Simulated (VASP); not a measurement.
Write the native input for VASP 6.6.1 that does the following.

| Item | Value |
| --- | --- |
| Task | single point |
| Functional | PBEsol |
| Potentials or basis | VASP PAW PBE potentials, release 64 (Te, Sn_d) |
| Cutoff | 520 eV |
| k mesh | 6 × 6 × 6 |
| Occupations | fermi-dirac, width 0.05 eV |
| Spin | no spin polarisation |
| Dipole correction | no |
| Further INCAR settings | ALGO = Normal; EDIFF = 1e-06; NBANDS = 32 |

The structure of Sn3Te lies in POSCAR:

```
Sn3Te
1.0
    4.3295102419      0.0000000000      0.0000000000
    0.0000000000      4.3295102419      0.0000000000
    0.0000000000      0.0000000000      4.3295102419
Te Sn
1 3
Direct
    0.0000000000      0.0000000000      0.0000000000
    0.0000000000      0.5000000000      0.5000000000
    0.5000000000      0.0000000000      0.5000000000
    0.5000000000      0.5000000000      0.0000000000
```

These files were run (other wordings do the same):

INCAR

```
SYSTEM = Sn3Te
ALGO = Normal
EDIFF = 1E-6
ENCUT = 520
GGA = PS
ISIF = 2
ISMEAR = -1
LASPH = .True.
LCHARG = .False.
LREAL = .False.
LWAVE = .False.
NBANDS = 32
NELM = 100
PREC = Accurate
SIGMA = 0.05
```

KPOINTS

```
k-points
0
Gamma
  6 6 6
  0 0 0
```

Potentials or basis: VASP PAW PBE potentials, release 64 (Te, Sn_d).

Command:

```bash
$ cat potpaw_PBE.64/Te/POTCAR potpaw_PBE.64/Sn_d/POTCAR > POTCAR
$ mpirun -np 1 vasp_std > vasp.out
```

It gave:

The pressure is 30.0 GPa and the band gap on the k mesh is zero (bands 24 and 25 overlap by 5.86 eV).

Caveat: the cell stands under pressure; the PAW data sets were made with another functional, which shifts forces and pressure a little; spin-orbit coupling is left out, which moves the levels of the heavy elements.

Wall time 14 s on 1 thread of Intel(R) Xeon(R) 6975P-C (Granite Rapids), with other jobs on the host, peak memory 0.19 GiB.
